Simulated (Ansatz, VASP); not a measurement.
## One calculation of Ag, two programs

Contents of INCAR:

```
SYSTEM = Ag
ALGO = Normal
EDIFF = 1E-7
ENCUT = 520
GGA = PS
ISIF = 2
ISMEAR = 0
LASPH = .True.
LCHARG = .True.
LELF = .True.
LREAL = .False.
LVHAR = .True.
LWAVE = .False.
NBANDS = 12
NELM = 60
PREC = Accurate
SIGMA = 0.15
```

File KPOINTS:

```
k-points
0
Gamma
  20 20 20
  0 0 0
```

POSCAR

```
Ag
1.0
    0.0000000000      1.9818070000      2.0124535000
    1.9818070000      0.0000000000      2.0124535000
    1.9818070000      1.9818070000      0.0000000000
Ag
1
Direct
    0.0000000000      0.0000000000      0.0000000000
```

Input for Ansatz:

```yaml
crystal:
  lattice:
    - [0.0, 1.981807, 2.0124535]
    - [1.981807, 0.0, 2.0124535]
    - [1.981807, 1.981807, 0.0]
  atoms:
    - { symbol: Ag, position: [0.0, 0.0, 0.0] }
basis:
  ecutwfc: 420
kpoints:
  mp_grid: { grid: [20, 20, 20] }
hamiltonian:
  xc: pbesol
scf:
  occupations: { method: gaussian, width: 0.15 }
output:
  forces: true
  stress: true
  eigenvalues: true
```

Change from the starting cell: strain -0.030 along x and y, -0.015 along z, atoms carried along.

Alike in both runs: task single point; functional PBEsol; k mesh 20 × 20 × 20; occupations gaussian, width 0.15 eV; no spin polarisation.

```csv
,VASP,Ansatz
version,VASP 6.6.1,Ansatz 0.2.0
potentials or method,"VASP PAW PBE potentials, release 64 (Ag), cutoff 520 eV","scalar-relativistic, plane waves, PAW"
valence electrons in the cell,11,19
```

Ansatz gave:

| Item | Value |
| --- | --- |
| gap on the k mesh at the Fermi level (eV) | none |
| pressure (GPa) | 7.3 |
| traceless stress, the component that is largest in VASP (GPa) | -0.56 |

Task: Estimate VASP's values.

Result: gap on the k mesh at the Fermi level (eV): none; pressure (GPa): 7.0; traceless stress, the component that is largest in VASP (GPa): -0.56.

VASP's potentials were made for PBE, not for PBEsol. A gap of «none» marks a metal or a gap that the smearing closes. With one functional, cell and mesh, what is left measures potentials, basis and numerics. VASP's potentials hold 11 valence electrons a cell and Ansatz's 19, so a difference there can come from the potentials and not from the codes.
